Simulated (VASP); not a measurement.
Here is a VASP 6.6.1 calculation.

File INCAR:

```
ALGO = Normal ; EDIFF = 1E-6
ENCUT = 520 ; GGA = PE
ISIF = 2 ; ISMEAR = 0
LASPH = T ; LCHARG = F
LREAL = F ; LWAVE = F
NBANDS = 67 ; NELM = 60
PREC = Accurate ; SIGMA = 0.02
```

The input KPOINTS:

```
k-points
0
Gamma
  3 3 3
```

The input POSCAR:

```
W4S9
1.0
    3.1877474230      5.5213404984      0.0000000000
    6.3754948460      0.0000000000      0.0000000000
    3.1877474230      1.8404468328     -7.4744429926
W S
4 9
Direct
    0.0002660785      0.0068517103      1.0008856857
    0.0003048709      0.5041709223      1.0007769151
    0.4990684993      0.0050200442      1.0030074492
    0.4923820413      0.5082810800      1.0031064532
    0.4017262696      0.4079475671      0.7914922899
    0.4018729258      0.9109731538      0.7915451367
    0.8918764514      0.4150347555      0.7900915166
    0.9029423615      0.9082902072      0.7926802045
    0.2604062093      0.2670817602      0.2130420958
    0.2602825311      0.7716172537      0.2131088566
    0.7599260020      0.2709437093      0.2102499145
    0.7724398703      0.7630940501      0.2134038619
    0.8365943451      0.5870199242      0.5016432668
```

Potentials or basis: VASP PAW PBE potentials, release 64 (W_sv, S).

Run with:

```console
$ cat potpaw_PBE.64/W_sv/POTCAR potpaw_PBE.64/S/POTCAR > POTCAR
$ mpirun -np 1 vasp_std > vasp.out
```

(1) Estimate the largest force.

(2) Predict the band gap on the k mesh.

Results:

(1) 0.023 eV/Å.

(2) 0.98 eV.

Caveat: spin-orbit coupling is left out, which moves the levels of the heavy elements.
